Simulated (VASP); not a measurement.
# Al15InN16 (a cell with a defect) in VASP: electric field gradients with PBE

Aim: the electric field gradients of Al15InN16 (a cell with a defect) with PBE.

Program: VASP 6.6.1. These are calculated values, not measurements. Logs are shortened: lines on timing, memory, paths and dates and some standing lists are left out, and cuts for length are marked.

### Step 1. The cell of the first run

The cell holds a defect, 32 atoms: a = 6.260 Å, b = 6.260 Å, c = 10.035 Å, α = 90.00°, β = 90.00°, γ = 120.00°.

### Step 2. Electric field gradients, PBE, collinear spin

The input, INCAR:

```
PREC = Accurate
ENCUT = 520
EDIFF = 1E-8
ISMEAR = -1
SIGMA = 0.01
LREAL = Auto
LASPH = T
NELM = 200
ALGO = Normal
ISIF = 2
LWAVE = F
LCHARG = F
ISPIN = 2
MAGMOM = 0 0 0 0 0 0 0 0 0 0 0 0 0 0 0 0.05 0.12 0 0 0.13 0.03 0.01 0.01 0.02 0.03 0.01 0.01 0.02 0.01 0 0 0.01
LORBIT = 11
NUPDOWN = 1.0
GGA = PE
LEFG = T
NELECT = 139.0
NBANDS = 95
GGA_COMPAT = F
ISYM = -1
KPAR = 1
```

The input, KPOINTS:

```
explicit points
4
Reciprocal
  0.25000000   0.25000000   0.25000000 2
  0.25000000   0.25000000   0.75000000 2
  0.25000000   0.75000000   0.25000000 2
  0.25000000   0.75000000   0.75000000 2
```

The input, POSCAR:

```
Al15InN16
1.0
    6.2595139128      0.0000000578      0.0000000000
   -3.1297570064      5.4208980350      0.0000000000
    0.0000000000      0.0000000000     10.0348065929
Al In N
15 1 16
Direct
    0.3353406964      0.1641888626      0.2386517630
    0.3286126226      0.1712979644      0.7498907403
    0.1635567524      0.3362740876      0.9934784613
    0.3326803711      0.6691905355      0.2471716491
    0.1692748426      0.8377626880      0.4975655671
    0.3338049629      0.6770179584      0.7577720555
    0.1628520403      0.8347691999      0.9988343307
    0.8304627047      0.1670952637      0.2470831024
    0.6617231479      0.3301938473      0.4975310201
    0.8234023218      0.1663144069      0.7575565021
    0.6647744695      0.3369033850      0.9987360627
    0.8328918350      0.6667285612      0.2498347991
    0.6667721316      0.8329686879      0.5001485789
    0.8310762020      0.6687289179      0.7475066404
    0.6656116249      0.8340523618      1.0023812898
    0.1746487503      0.3242001176      0.5085267430
    0.3542189963      0.1451398384      0.4183755068
    0.1669564667      0.3327145422      0.1858524262
    0.3317180782      0.1677151411      0.9412324806
    0.1586354064      0.3422785421      0.7293566089
    0.3441364709      0.6896933218      0.4333890772
    0.1611099991      0.8274385384      0.1842676035
    0.3352595006      0.6777802237      0.9459124996
    0.1672451390      0.8353462165      0.6901326947
    0.8095177441      0.1554992147      0.4332337155
    0.6717595132      0.3385703460      0.1842192027
    0.8220672704      0.1644583358      0.9457009524
    0.6646201262      0.3322867161      0.6900185395
    0.8337327814      0.6654468712      0.4383324261
    0.6682861688      0.8313920398      0.1889879647
    0.8297387062      0.6698739056      0.9367772568
    0.6644111919      0.8357162101      0.6930941439
```

Potentials or basis: VASP PAW PBE potentials, release 64 (Al, In_d, N).

Run with:

```
cat potpaw_PBE.64/Al/POTCAR potpaw_PBE.64/In_d/POTCAR potpaw_PBE.64/N/POTCAR > POTCAR
mpirun -np 4 vasp_std > vasp.out
```

OUTCAR:

```text
PREC = Accurate
   ENCUT = 520
   EDIFF = 1E-8
   ISMEAR = -1
   LREAL = Auto
   LASPH = T
   NELM = 200
   ISIF = 2
   ISPIN = 2
   LORBIT = 11
   NUPDOWN = 1.0
   GGA = PE
   NELECT = 139.0
   ISYM = -1

 ion  position               nearest neighbor table
   1  0.335  0.164  0.239-  17 1.82  18 1.90  26 1.90  22 1.91   7 3.00  11 3.00   3 3.09   8 3.09
                             4 3.09  12 3.13  12 3.13   9 3.14   5 3.14   8 3.17   4 3.17  16 3.22
   2  0.329  0.171  0.750-  20 1.86  24 1.92  28 1.92  19 1.92  16 2.94   3 3.03  11 3.09   7 3.09
                             9 3.11   6 3.11   5 3.11  10 3.11  14 3.13  14 3.13  10 3.15   6 3.15
   3  0.164  0.336  0.993-  19 1.90  23 1.91  27 1.91  18 1.93  10 3.00   6 3.00   2 3.03   1 3.09
                             8 3.12   4 3.12   7 3.12  11 3.12  15 3.13  15 3.13  11 3.14   7 3.14
   4  0.333  0.669  0.247-  21 1.87  22 1.90  30 1.91  18 1.93  15 3.05   7 3.08   5 3.09   1 3.09
                             8 3.12  13 3.12   3 3.12  12 3.12  12 3.14   8 3.14   1 3.17  16 3.22
   5  0.169  0.838  0.498-  17 1.86  21 1.87  29 1.91  24 1.93  16 3.03   9 3.08  12 3.08   4 3.09
                            14 3.11   2 3.11  13 3.13  13 3.13   1 3.14   6 3.15   9 3.18  16 3.23
   6  0.334  0.677  0.758-  20 1.84  24 1.89  23 1.89  32 1.91   3 3.00   7 3.00  15 3.04  10 3.06
                             2 3.11  14 3.12  14 3.14   2 3.15  16 3.15   5 3.15  13 3.15  10 3.20
   7  0.163  0.835  0.999-  22 1.86  23 1.86  19 1.90  31 1.91   1 3.00   6 3.00   4 3.08  12 3.09
                             2 3.09  14 3.10  15 3.11  11 3.12   3 3.12   3 3.14  11 3.14  15 3.15
   8  0.830  0.167  0.247-  25 1.87  26 1.90  30 1.91  18 1.92  15 3.05  11 3.09   9 3.09   1 3.09
                             4 3.12  13 3.12  12 3.12   3 3.12  12 3.14   4 3.14   1 3.17  16 3.22
   9  0.662  0.330  0.498-  17 1.86  25 1.87  29 1.91  28 1.93  16 3.03   5 3.08  12 3.08   8 3.09
[... 17 lines left out ...]
  19  0.332  0.168  0.941-   7 1.90  11 1.90   3 1.90   2 1.92
  20  0.159  0.342  0.729-   6 1.84  10 1.84   2 1.86  16 2.22
  21  0.344  0.690  0.433-   5 1.87   4 1.87  13 1.88  16 2.12
  22  0.161  0.827  0.184-   7 1.86   4 1.90  12 1.90   1 1.91
[... 8 lines left out ...]
  31  0.830  0.670  0.937-  15 1.90  14 1.90  11 1.91   7 1.91
  32  0.664  0.836  0.693-  14 1.89  10 1.91   6 1.91  13 1.94

IMPORTANT INFORMATION: All symmetrisations will be switched off!
NOSYMM: (Re-)initialisation of all symmetry stuff for point group C_1.

----------------------------------------------------------------------------------------

                                     Primitive cell

  volume of cell :     340.5029

  direct lattice vectors                    reciprocal lattice vectors
     6.259513913  0.000000058  0.000000000     0.159756813  0.092235641  0.000000000
    -3.129757006  5.420898035  0.000000000    -0.000000002  0.184471279  0.000000000
     0.000000000  0.000000000 10.034806593     0.000000000  0.000000000  0.099653141

  length of vectors
     6.259513913  6.259513913 10.034806593     0.184471279  0.184471279  0.099653141

  position of ions in fractional coordinates (direct lattice)
     0.335340696  0.164188863  0.238651763
     0.328612623  0.171297964  0.749890740
     0.163556752  0.336274088  0.993478461
     0.332680371  0.669190536  0.247171649
     0.169274843  0.837762688  0.497565567
     0.333804963  0.677017958  0.757772055
[... 24 lines left out ...]
     0.829738706  0.669873906  0.936777257
     0.664411192  0.835716210  0.693094144

  ion indices of the primitive-cell ions
   primitive index   ion index
                 1           1
                 2           2
                 3           3
                 4           4
                 5           5
                 6           6
[... 24 lines left out ...]
                31          31
                32          32

----------------------------------------------------------------------------------------

 KPOINTS: explicit points

Read explicit list of k-points.

 Found      4 k-points:

 Following reciprocal coordinates:
            Coordinates               Weight
  0.250000  0.250000  0.250000      0.250000
  0.250000  0.250000  0.750000      0.250000
  0.250000  0.750000  0.250000      0.250000
  0.250000  0.750000  0.750000      0.250000
   k-points           NKPTS =      4   k-points in BZ     NKDIM =      4   number of bands    NBANDS=     96
[... 64 lines left out ...]

 E-fermi :   6.7598     XC(G=0): -11.0067

 val. band max:       10.5543219287   @ k =   0.2500   0.2500   0.7500
 cond. band min:      10.7945258348   @ k =   0.2500   0.7500   0.2500
 fundamental gap:      0.2402039061
 Fermi energy:        10.8513929144

 spin component 1

 k-point     1 :       0.2500    0.2500    0.2500
  band No.  band energies     occupation
      1      -8.3810      1.00000
      2      -7.9759      1.00000
      3      -7.7768      1.00000
      4      -7.7324      1.00000
      5      -7.4926      1.00000
      6      -7.3661      1.00000
[... 325 lines left out ...]
     80      12.5185      0.00000
     81      12.6445      0.00000
 Fermi energy:         6.7597935263

 spin component 2

 k-point     1 :       0.2500    0.2500    0.2500
  band No.  band energies     occupation
      1      -8.3518      1.00000
      2      -7.9302      1.00000
      3      -7.7521      1.00000
      4      -7.6887      1.00000
      5      -7.4565      1.00000
      6      -7.3167      1.00000
[... 325 lines left out ...]
     80      12.5703      0.00000
     81      12.7094      0.00000
 [bands above 81 left out]

------------------------ aborting loop because EDIFF is reached ----------------------------------------

  FORCE on cell =-STRESS in cart. coord.  units (eV):
  Direction    XX          YY          ZZ          XY          YZ          ZX
  --------------------------------------------------------------------------------------
  -------------------------------------------------------------------------------------
  Total       23.9965970     22.3671576     30.0662410     -1.4386860      0.7382704     -1.2585076
  in kB      112.9118140    105.2447700    141.4714679     -6.7694866      3.4738028     -5.9216888
  external PRESSURE =     119.8760173 kB  Pullay stress =       0.0000000 kB

 VOLUME and BASIS-vectors are now :
 -----------------------------------------------------------------------------
  energy-cutoff  :      520.00
  volume of cell :      340.50
      direct lattice vectors                 reciprocal lattice vectors
     6.259513913  0.000000058  0.000000000     0.159756813  0.092235641  0.000000000
    -3.129757006  5.420898035  0.000000000    -0.000000002  0.184471279  0.000000000
     0.000000000  0.000000000 10.034806593     0.000000000  0.000000000  0.099653141

 POSITION                                       TOTAL-FORCE (eV/Angst)
 -----------------------------------------------------------------------------------
      1.58520      0.89005      2.39482         0.134456     -0.083531     -0.168296
      1.52083      0.92859      7.52501         0.146355     -0.086151      0.026100
     -0.02867      1.82291      9.96936        -0.137491      0.070735     -0.135534
     -0.01199      3.62761      2.48032         0.136701     -0.040972     -0.102492
     -1.56242      4.54143      4.99297         0.003052      0.020462     -0.114529
     -0.02944      3.67005      7.60410         0.068293     -0.111773     -0.064704
[... 24 lines left out ...]
      3.09722      3.63132      9.40038         0.167579     -0.093718      0.042783
      1.54330      4.53033      6.95507        -0.125967      0.059895     -0.183071
 -----------------------------------------------------------------------------------
    total drift:                               -0.001873      0.011080     -0.002806

  FREE ENERGIE OF THE ION-ELECTRON SYSTEM (eV)
  ---------------------------------------------------
  free  energy   TOTEN  =      -222.3366160353 eV

  energy  without entropy=     -222.3366160353  energy(sigma->0) =     -222.33661604

 Electric field gradients (V/A^2)
---------------------------------------------------------------------
 ion       V_xx      V_yy      V_zz      V_xy      V_xz      V_yz
---------------------------------------------------------------------
   1       3.077     3.458    -6.534     0.153    -8.001     4.764
   2      -9.388     0.460     8.928     8.820     3.717    -2.110
   3      -5.086    -4.920    10.006     0.278     1.409    -0.853
   4      -0.475     4.333    -3.857     0.820    -2.096    -2.578
   5      -3.043    -3.992     7.034    -2.009     7.294     8.062
   6       3.959   -10.258     6.299    -0.646    -2.653     4.713
[... 24 lines left out ...]
  31       2.212     1.728    -3.940    -0.308    -1.807     1.123
  32       0.487    -1.134     0.647    -1.370    -4.338     2.464
---------------------------------------------------------------------

 Electric field gradients after diagonalization (V/A^2)
 (convention: |V_zz| > |V_xx| > |V_yy|)
----------------------------------------------------------------------
 ion       V_xx      V_yy      V_zz     asymmetry (V_yy - V_xx)/ V_zz
----------------------------------------------------------------------
   1       8.726     3.491   -12.218       0.428
   2       9.682     5.636   -15.318       0.264
   3      -5.468    -4.714    10.181       0.074
   4      -5.290    -0.123     5.413       0.955
   5     -11.835    -1.467    13.302       0.779
   6       9.020     2.486   -11.506       0.568
[... 24 lines left out ...]
  31       3.009     1.583    -4.592       0.311
  32      -4.041    -1.915     5.956       0.357
----------------------------------------------------------------------

           NMR quadrupolar parameters

 Cq : quadrupolar parameter    Cq=e*Q*V_zz/h
 eta: asymmetry parameters     (V_yy - V_xx)/ V_zz
 Q  : nuclear electric quadrupole moment in mb (millibarn)
----------------------------------------------------------------------
 ion       Cq(MHz)       eta       Q (mb)
----------------------------------------------------------------------
   1      -0.030       0.428       1.000
   2      -0.037       0.264       1.000
   3       0.025       0.074       1.000
   4       0.013       0.955       1.000
   5       0.032       0.779       1.000
   6      -0.028       0.568       1.000
[... 24 lines left out ...]
  31      -0.011       0.311       1.000
  32       0.014       0.357       1.000
----------------------------------------------------------------------

 total charge

# of ion       s       p       d       tot
------------------------------------------
    1        0.375   0.455   0.000   0.829
    2        0.369   0.439   0.000   0.808
    3        0.364   0.428   0.000   0.792
    4        0.370   0.437   0.000   0.807
    5        0.372   0.445   0.000   0.816
    6        0.376   0.457   0.000   0.833
[... 24 lines left out ...]
   31        1.224   2.636   0.000   3.860
   32        1.225   2.624   0.000   3.849
--------------------------------------------------
tot         26.106  49.675  10.006  85.788

 magnetization (x)

# of ion       s       p       d       tot
------------------------------------------
    1        0.002   0.004   0.000   0.006
    2        0.001   0.003   0.000   0.004
    3        0.001   0.002   0.000   0.002
    4        0.000   0.001   0.000   0.002
    5       -0.000   0.001   0.000   0.001
    6        0.002   0.003   0.000   0.005
[... 24 lines left out ...]
   31        0.001   0.002   0.000   0.003
   32        0.003   0.003   0.000   0.006
--------------------------------------------------
tot          0.193   0.319   0.008   0.520
```

It took 2.2 min on 4 MPI ranks of Intel Xeon Platinum 8488C (Sapphire Rapids), shared host; peak memory 0.27 GiB.

What came out:

| Property | Result |
| --- | --- |
| Free energy | -222.3366 eV |
| Largest force | 0.333 eV/Å |
| Net moment | 1.00 μB per cell |
| Site moments | Al +0.01, +0.00 (each value once); In +0.13; N +0.11, -0.00, +0.00, +0.03, +0.01 (each value once) μB |
| Largest electric field gradient by atom | Al -12.2, -15.3, +10.2, +5.4, +13.3, -11.5, +4.5, +13.2, -11.4, +4.2, +1.4, -4.2, -1.3 (each value once); In -39.3; N +6.8, -3.5, -7.8, +6.4, +11.9, -10.3, -12.5, +2.5, -12.3, +2.3, +2.7, -5.9, -4.6, +6.0 (each value once) V/Å² |
| Valence electrons inside the program's atomic spheres | Al 0.83, 0.81, 0.79, 0.82 (each value once); In 11.71; N 3.88, 3.84, 3.86, 3.87, 3.85 (each value once) |

Forces on the atoms (eV/Å):
```
Al   0.134 -0.084 -0.168
Al   0.146 -0.086  0.026
Al  -0.137  0.071 -0.136
Al   0.137 -0.041 -0.102
Al   0.003  0.020 -0.115
Al   0.068 -0.112 -0.065
Al  -0.129  0.091 -0.109
Al   0.087 -0.097 -0.112
Al  -0.025 -0.020 -0.125
Al   0.147  0.005 -0.049
Al  -0.123  0.043 -0.104
Al   0.103 -0.065 -0.211
Al  -0.161  0.098 -0.111
Al   0.184 -0.112 -0.051
Al  -0.140  0.093 -0.073
In   0.004  0.018 -0.015
N    0.224 -0.119  0.215
N   -0.197  0.109  0.097
N    0.208 -0.110  0.164
N   -0.137  0.045  0.274
N   -0.022 -0.113 -0.009
N   -0.208  0.146  0.150
N    0.197 -0.133  0.032
N   -0.190  0.110  0.065
N    0.092  0.058 -0.023
N   -0.190  0.099  0.139
N    0.199 -0.093  0.049
N   -0.220  0.137  0.069
N    0.030 -0.001  0.317
N   -0.125  0.079  0.121
N    0.168 -0.094  0.043
N   -0.126  0.060 -0.183
```

Electric field gradients, principal values (V/Å²):
```
 atom   least   middle  greatest (by size)
 1 Al   3.491    8.726             -12.218
 2 Al   5.636    9.682             -15.318
 3 Al  -4.714   -5.468              10.181
 4 Al  -0.123   -5.290               5.413
 5 Al  -1.467  -11.835              13.302
 6 Al   2.486    9.020             -11.506
 7 Al  -1.409   -3.081               4.490
 8 Al  -0.040   -5.332               5.372
 9 Al  -1.485  -11.755              13.240
10 Al   2.267    9.108             -11.375
11 Al  -1.243   -2.908               4.151
12 Al  -0.095   -1.328               1.423
13 Al  -3.351   -6.845              10.196
14 Al   0.021    4.170              -4.191
15 Al   0.511    0.800              -1.311
16 In   3.725   35.582             -39.307
 17 N  -2.974   -3.804               6.779
 18 N   0.179    3.286              -3.465
 19 N   3.789    4.055              -7.844
 20 N  -2.986   -3.380               6.366
 21 N  -4.669   -7.233              11.903
 22 N   4.406    5.884             -10.290
 23 N   4.711    7.768             -12.478
 24 N  -0.578   -1.899               2.476
 25 N  -4.620   -7.297              11.917
 26 N   4.433    5.849             -10.283
 27 N   4.628    7.701             -12.328
 28 N  -0.529   -1.783               2.312
 29 N  -0.773   -1.916               2.688
 30 N   1.867    4.033              -5.900
 31 N   1.583    3.009              -4.592
 32 N  -1.915   -4.041               5.956
```

Caveat: the cell carries a net charge on a neutralising background, which shifts energy and pressure; the cell is charged against a uniform background, so pressure and absolute levels hang on convention; without QUAD_EFG the Cq values of the log hold for a quadrupole moment of 1 mb, not for the nuclei; spin-orbit coupling is left out, which moves the levels of the heavy elements; the total moment is fixed, so each spin has its own Fermi level and the state may be an excited one.
